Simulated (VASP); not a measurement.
# CdS (F-43m) in VASP: notebook

Aim: see how the results for CdS move with the level of theory and the settings. Levels: r2SCAN, PBE, HSE06. Tasks: single point.

Program: VASP 6.6.1. These are calculated values, not measurements. Logs are shortened: lines on timing, memory, paths and dates and some standing lists are left out, and cuts for length are marked.

## Step 1: The cell of the first run

The structure is cubic, space group F-43m (No. 216). The conventional cell has a = 5.878 Å, b = 5.878 Å, c = 5.878 Å, α = 90.00°, β = 90.00°, γ = 90.00°. Cd (site symmetry -43m) has 4 S at 2.55 Å within 3.4 Å. Within 3.4 Å of S (site symmetry -43m) lie 4 Cd at 2.55 Å.

## Step 2: Single point, r2SCAN

Contents of POSCAR:

```
CdS
1.0
    0.0000000000      2.9392148420      2.9392148420
    2.9392148420      0.0000000000      2.9392148420
    2.9392148420      2.9392148420      0.0000000000
Cd S
1 1
Direct
    0.0000000000      0.0000000000      0.0000000000
    0.2500000000      0.2500000000      0.2500000000
```

Contents of INCAR.step1:

```
SYSTEM = CdS
PREC = Accurate
ENCUT = 520
ISMEAR = 0
SIGMA = 0.01
LREAL = .False.
LASPH = .True.
NELM = 100
NBANDS = 16
GGA = PE
ALGO = Normal
EDIFF = 1E-4
LWAVE = .True.
LCHARG = .False.
```

Contents of INCAR.step2:

```
SYSTEM = CdS
PREC = Accurate
ENCUT = 520
EDIFF = 1E-7
ISMEAR = 0
SIGMA = 0.01
LREAL = .False.
LASPH = .True.
NELM = 100
ALGO = Normal
ISIF = 2
LWAVE = .False.
LCHARG = .False.
METAGGA = R2SCAN
LMIXTAU = .True.
NBANDS = 16
ISTART = 1
```

Contents of KPOINTS:

```
Automatic mesh
0
Gamma
  4 4 4
  0 0 0
```

Potentials or basis: VASP PAW PBE potentials, release 64 (Cd, S).

The run is started by

```bash
$ cat potpaw_PBE.64/Cd/POTCAR potpaw_PBE.64/S/POTCAR > POTCAR
$ cp INCAR.step1 INCAR
$ mpirun -np 1 vasp_std > vasp.out
$ cp INCAR.step2 INCAR
$ mpirun -np 1 vasp_std > vasp.out
```

OUTCAR:

```text
SYSTEM = CdS
   PREC = Accurate
   ENCUT = 520
   EDIFF = 1E-7
   ISMEAR = 0
   LREAL = .False.
   LASPH = .True.
   NELM = 100
   ISIF = 2
   METAGGA = R2SCAN
   ISTART = 1

 ion  position               nearest neighbor table
   1  0.000  0.000  0.000-   2 2.55   2 2.55   2 2.55   2 2.55
   2  0.250  0.250  0.250-   1 2.55   1 2.55   1 2.55   1 2.55

  LATTYP: Found a face centered cubic cell.
 ALAT       =     5.8784296840

  Lattice vectors:

 A1 = (   0.0000000000,   2.9392148420,   2.9392148420)
 A2 = (   2.9392148420,   0.0000000000,   2.9392148420)
 A3 = (   2.9392148420,   2.9392148420,   0.0000000000)

Analysis of symmetry for initial positions (statically):
=====================================================================
 Subroutine PRICEL returns:
 Original cell was already a primitive cell.

 Routine SETGRP: Setting up the symmetry group for a
 face centered cubic supercell.

 Subroutine GETGRP returns: Found 24 space group operations
 (whereof 24 operations were pure point group operations)
 out of a pool of 48 trial point group operations.

The static configuration has the point symmetry T_d .

Analysis of symmetry for dynamics (positions and initial velocities):
=====================================================================
 Subroutine PRICEL returns:
 Original cell was already a primitive cell.

 Routine SETGRP: Setting up the symmetry group for a
 face centered cubic supercell.

 Subroutine GETGRP returns: Found 24 space group operations
 (whereof 24 operations were pure point group operations)
 out of a pool of 48 trial point group operations.

The dynamic configuration has the point symmetry T_d .

 Subroutine INISYM returns: Found 24 space group operations
 (whereof 24 operations are pure point group operations),
 and found     1 'primitive' translations

----------------------------------------------------------------------------------------

                                     Primitive cell

  volume of cell :      50.7837

  direct lattice vectors                    reciprocal lattice vectors
     0.000000000  2.939214842  2.939214842    -0.170113458  0.170113458  0.170113458
     2.939214842  0.000000000  2.939214842     0.170113458 -0.170113458  0.170113458
     2.939214842  2.939214842  0.000000000     0.170113458  0.170113458 -0.170113458

  length of vectors
     4.156677492  4.156677492  4.156677492     0.294645152  0.294645152  0.294645152

  position of ions in fractional coordinates (direct lattice)
     0.000000000  0.000000000  0.000000000
     0.250000000  0.250000000  0.250000000

  ion indices of the primitive-cell ions
   primitive index   ion index
                 1           1
                 2           2

----------------------------------------------------------------------------------------

 KPOINTS: Automatic mesh

Automatic generation of k-mesh.
 Grid dimensions read from file:
 generate k-points for:    4    4    4

 Generating k-lattice:

  Cartesian coordinates                     Fractional coordinates (reciprocal lattice)
    -0.042528364  0.042528364  0.042528364     0.250000000  0.000000000  0.000000000
     0.042528364 -0.042528364  0.042528364     0.000000000  0.250000000  0.000000000
     0.042528364  0.042528364 -0.042528364     0.000000000  0.000000000  0.250000000

  Length of vectors
     0.073661288  0.073661288  0.073661288

  Shift w.r.t. Gamma in fractional coordinates (k-lattice)
     0.000000000  0.000000000  0.000000000

 Subroutine IBZKPT returns following result:
 ===========================================

 Found      8 irreducible k-points:

 Following reciprocal coordinates:
            Coordinates               Weight
  0.000000  0.000000  0.000000      1.000000
  0.250000  0.000000  0.000000      8.000000
  0.500000  0.000000  0.000000      4.000000
  0.250000  0.250000  0.000000      6.000000
  0.500000  0.250000  0.000000     24.000000
 -0.250000  0.250000  0.000000     12.000000
  0.500000  0.500000  0.000000      3.000000
 -0.250000  0.500000  0.250000      6.000000
   k-points           NKPTS =      8   k-points in BZ     NKDIM =      8   number of bands    NBANDS=     16
   number of dos      NEDOS =    301   number of ions     NIONS =      2
   total plane-waves  NPLWV =  32768
   dimension x,y,z NGX =    32 NGY =   32 NGZ =   32
   dimension x,y,z NGXF=    64 NGYF=   64 NGZF=   64
   ions per type =               1   1
   NGX,Y,Z   is equivalent  to a cutoff of  12.80, 12.80, 12.80 a.u.
   NGXF,Y,Z  is equivalent  to a cutoff of  25.60, 25.60, 25.60 a.u.
 SYSTEM =  CdS
   PREC   = accura    normal or accurate (medium, high low for compatibility)
   ISTART =      1    job   : 0-new  1-cont  2-samecut
   ICHARG =      0    charge: 1-file 2-atom 10-const
   ISPIN  =      1    spin polarized calculation?
   LNONCOLLINEAR =      F non collinear calculations
   LSORBIT =      F    spin-orbit coupling
   LASPH  =      T    aspherical Exc in radial PAW
   ENCUT  =  520.0 eV  38.22 Ry    6.18 a.u.   7.73  7.73  7.73*2*pi/ulx,y,z
   NELM   =    100;   NELMIN=  2; NELMDL=  0     # of ELM steps
   EDIFF  = 0.1E-06   stopping-criterion for ELM
   LREAL  =      F    real-space projection
   EDIFFG = 0.1E-05   stopping-criterion for IOM
   NSW    =      0    number of steps for IOM
   IBRION =     -1    ionic relax: 0-MD 1-quasi-New 2-CG
   NFREE  =      0    steps in history (QN), initial steepest desc. (CG)
   ISIF   =      2    stress and relaxation
   ISYM   =      2    0-nonsym 1-usesym 2-fastsym
   POTIM  = 0.5000    time-step for ionic-motion
   TEBEG  =    0.0;   TEEND  =   0.0 temperature during run
   PSTRESS=    0.0 pullay stress
   NELECT =      18.0000    total number of electrons
   NUPDOWN=      -1.0000    fix difference up-down
   EMIN   =  10.00;   EMAX   =-10.00  energy-range for DOS
   EFERMI =   0.00;   METHOD = LEGACY
   ISMEAR =     0;   SIGMA  =   0.01  broadening in eV -4-tet -1-fermi 0-gaus
   EFERMI_NEDOS =   21; number of points for ismear=-14 and -15
   IALGO  =     38    algorithm
   IMIX   =      4    mixing-type and parameters
     AMIX     =   0.40;   BMIX     =  1.00
     AMIX_MAG =   1.60;   BMIX_MAG =  1.00
  volume/ion in A,a.u.               =      25.39       171.35
  Fermi-wavevector in a.u.,A,eV,Ry     =   1.158575  2.189390 18.263062  1.342297
  Thomas-Fermi vector in A             =   2.295176
   LORBIT       =      0    0 simple, 1 ext, 2 COOP (PROOUT), +10 PAW based schemes
   METAGGA = R2SCAN    functional components
   LHFCALC =     F    Hartree Fock is set to
   AEXX    =    0.0000 exact exchange contribution
   IVDW    =     0    specifies the selected vdW correction
   LEPSILON=     F    determine dielectric tensor
   LRPA    =     F    only Hartree local field effects (RPA)
 non-spin polarized calculation
 Gauss-broadening in eV      SIGMA  =   0.01
  energy-cutoff  :      520.00
  volume of cell :       50.78
 maximum number of plane-waves:      1384
 NGX is ok and might be reduce to    32
   NGX = 15   NGY = 15   NGZ = 15

 number of electron      18.0000005 magnetization

 Free energy of the ion-electron system (eV)
  ---------------------------------------------------
  ext. energy  EPLUGINS =         0.00000000
  ---------------------------------------------------
  free energy    TOTEN  =       -29.65814402 eV

  energy without entropy =      -29.65814402  energy(sigma->0) =      -29.65814402

 E-fermi :   0.9437     XC(G=0):  -9.6133

 val. band max:        0.8713108454   @ k =   0.0000   0.0000   0.0000
 cond. band min:       2.3991033818   @ k =   0.0000   0.0000   0.0000
 fundamental gap:      1.5277925364
 Fermi energy:         0.9437243085

 k-point     1 :       0.0000    0.0000    0.0000
  band No.  band energies     occupation
      1     -11.8571      2.00000
      2      -7.0325      2.00000
      3      -7.0325      2.00000
      4      -7.0325      2.00000
      5      -6.5539      2.00000
      6      -6.5539      2.00000
[... 8 lines left out ...]
     15      12.8368      0.00000
     16      12.8368      0.00000

 k-point     2 :       0.2500    0.0000    0.0000
  band No.  band energies     occupation
      1     -11.6530      2.00000
      2      -6.9619      2.00000
      3      -6.9619      2.00000
      4      -6.7771      2.00000
      5      -6.5494      2.00000
      6      -6.5494      2.00000
[... 8 lines left out ...]
     15      11.9737      0.00000
     16      12.5407      0.00000

 k-point     3 :       0.5000    0.0000    0.0000
  band No.  band energies     occupation
      1     -11.4492      2.00000
      2      -6.9116      2.00000
      3      -6.9116      2.00000
      4      -6.5182      2.00000
      5      -6.5182      2.00000
      6      -6.1868      2.00000
[... 8 lines left out ...]
     15      13.9912      0.00000
     16      13.9912      0.00000

 k-point     4 :       0.2500    0.2500    0.0000
  band No.  band energies     occupation
      1     -11.5868      2.00000
      2      -6.8755      2.00000
      3      -6.8755      2.00000
      4      -6.8460      2.00000
      5      -6.5665      2.00000
      6      -6.5124      2.00000
[... 8 lines left out ...]
     15      13.2515      0.00000
     16      15.9355      0.00000

 k-point     5 :       0.5000    0.2500    0.0000
  band No.  band energies     occupation
      1     -11.3874      2.00000
      2      -6.8546      2.00000
      3      -6.7981      2.00000
      4      -6.6382      2.00000
      5      -6.5036      2.00000
      6      -6.1520      2.00000
[... 8 lines left out ...]
     15      14.1166      0.00000
     16      15.0828      0.00000

 k-point     6 :      -0.2500    0.2500    0.0000
  band No.  band energies     occupation
      1     -11.4527      2.00000
      2      -6.8777      2.00000
      3      -6.8698      2.00000
      4      -6.5748      2.00000
      5      -6.5636      2.00000
      6      -6.3064      2.00000
[... 8 lines left out ...]
     15      13.7701      0.00000
     16      14.8449      0.00000

 k-point     7 :       0.5000    0.5000    0.0000
  band No.  band energies     occupation
      1     -11.3230      2.00000
      2      -6.8003      2.00000
      3      -6.6901      2.00000
      4      -6.6901      2.00000
      5      -6.4706      2.00000
      6      -6.1201      2.00000
[... 8 lines left out ...]
     15      13.8152      0.00000
     16      14.9352      0.00000

 k-point     8 :      -0.2500    0.5000    0.2500
  band No.  band energies     occupation
      1     -11.3246      2.00000
      2      -6.7957      2.00000
      3      -6.7811      2.00000
      4      -6.5937      2.00000
      5      -6.5451      2.00000
      6      -5.9489      2.00000
[... 8 lines left out ...]
     15      14.6221      0.00000
     16      14.7767      0.00000

------------------------ aborting loop because EDIFF is reached ----------------------------------------

  FORCE on cell =-STRESS in cart. coord.  units (eV):
  Direction    XX          YY          ZZ          XY          YZ          ZX
  --------------------------------------------------------------------------------------
  -------------------------------------------------------------------------------------
  Total        0.1356542      0.1356542      0.1356542     -0.0000000     -0.0000000     -0.0000000
  in kB        4.2797653      4.2797653      4.2797653     -0.0000000     -0.0000000     -0.0000000
  external PRESSURE =       4.2797653 kB  Pullay stress =       0.0000000 kB

 VOLUME and BASIS-vectors are now :
 -----------------------------------------------------------------------------
  energy-cutoff  :      520.00
  volume of cell :       50.78
      direct lattice vectors                 reciprocal lattice vectors
     0.000000000  2.939214842  2.939214842    -0.170113458  0.170113458  0.170113458
     2.939214842  0.000000000  2.939214842     0.170113458 -0.170113458  0.170113458
     2.939214842  2.939214842  0.000000000     0.170113458  0.170113458 -0.170113458

 POSITION                                       TOTAL-FORCE (eV/Angst)
 -----------------------------------------------------------------------------------
      0.00000      0.00000      0.00000         0.000000     -0.000000     -0.000000
      1.46961      1.46961      1.46961        -0.000000      0.000000      0.000000
 -----------------------------------------------------------------------------------
    total drift:                               -0.000004     -0.000004     -0.000004

  FREE ENERGIE OF THE ION-ELECTRON SYSTEM (eV)
  ---------------------------------------------------
  free  energy   TOTEN  =       -29.6581440186 eV

  energy  without entropy=      -29.6581440186  energy(sigma->0) =      -29.65814402
```

Wall time 17 s (1 thread of Intel Xeon 6975P-C (Granite Rapids), shared host); peak memory 0.18 GiB.

Results:

- Free energy: -29.6581 eV
- Pressure: 0.4 GPa
- Band gap on the k mesh: 1.53 eV, direct

Caveat: the k points lie up to 0.46 Å⁻¹ apart; the PAW data sets were made with another functional, which shifts forces and pressure a little. r2SCAN opens gaps a little over a GGA but as a rule still falls short of measured ones.

(Part 1 of 2 ends here.)
